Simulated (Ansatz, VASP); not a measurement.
## ZnO in VASP and in Ansatz

```
Zn O
1.0
     3.32196    0.00000    0.00000
    -1.66098    2.87691    0.00000
     0.00000    0.00000    4.93345
Zn O
2 2
Cartesian
  0.0000 1.9179 0.0078
  1.6610 0.9590 2.4745
  0.0000 1.9179 1.6541
  1.6610 0.9590 4.1208
```

Alike in both runs: task single point; functional PBEsol; k mesh 9 × 9 × 6; occupations gaussian, width 0.05 eV; no spin polarisation.

|  | VASP | Ansatz |
| --- | --- | --- |
| version | VASP 6.6.1 | Ansatz 0.2.0 |
| potentials or method | VASP PAW PBE potentials, release 64 (Zn, O_h), cutoff 910 eV | scalar-relativistic, plane waves, PAW |
| valence electrons in the cell | 36 | 36 |

|  | VASP | Ansatz | Ansatz less VASP |
| --- | --- | --- | --- |
| gap on the k mesh at the Fermi level (eV) | 0.85 | 0.83 | -0.015 |
| least direct gap on the mesh (eV) | 0.88 | 0.86 | -0.019 |
| rms of the force components (eV/Å) | 3.717 | 3.594 | -0.1225 |

VASP's potentials were made for PBE, not for PBEsol, and Ansatz warns of the same on its side. Atom by atom the forces differ by 0.123 eV/Å (rms over components).

Noted on VASP's run: the cutoff is short for stress, so the pressure is rough.
